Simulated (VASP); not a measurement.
MgO (Periclase), 2 atoms in the cell. Symmetry: Fm-3m, No. 225, cubic system. Conventional cell: a = 3.777 Å, b = 3.777 Å, c = 3.777 Å, α = 90.00°, β = 90.00°, γ = 90.00°. Mg (site symmetry m-3m) has 6 O at 1.89 Å within 2.5 Å. Within 2.5 Å of O (site symmetry m-3m) lie 6 Mg at 1.89 Å.  This cell differs from its parent crystal: volume scaled by 0.720.

- Program: VASP 6.6.1
- Task: single point
- Functional: PBEsol
- Potentials or basis: VASP PAW PBE potentials, release 64 (Mg, O)
- Cutoff: 520 eV
- k mesh: 10 × 10 × 10
- Occupations: gaussian, width 0.05 eV
- Spin: no spin polarisation
- Dipole correction: no
- Further INCAR settings: ALGO = Normal; EDIFF = 1e-06; NBANDS = 11

Potentials or basis: VASP PAW PBE potentials, release 64 (Mg, O).

The run is started by

```bash
$ cat potpaw_PBE.64/Mg/POTCAR potpaw_PBE.64/O/POTCAR > POTCAR
$ mpirun -np 1 vasp_std > vasp.out
```

Hardware: 1 thread of AMD EPYC 7R43 64-Core Processor (Zen 3), with other jobs on the host.

Question: How long does it take, and how much memory?

Answer: Run time: 7.9 s on 1 thread of AMD EPYC 7R43 64-Core Processor (Zen 3), with other jobs on the host, peak memory 0.09 GiB. Counts: scf iterations 11, k points 47.
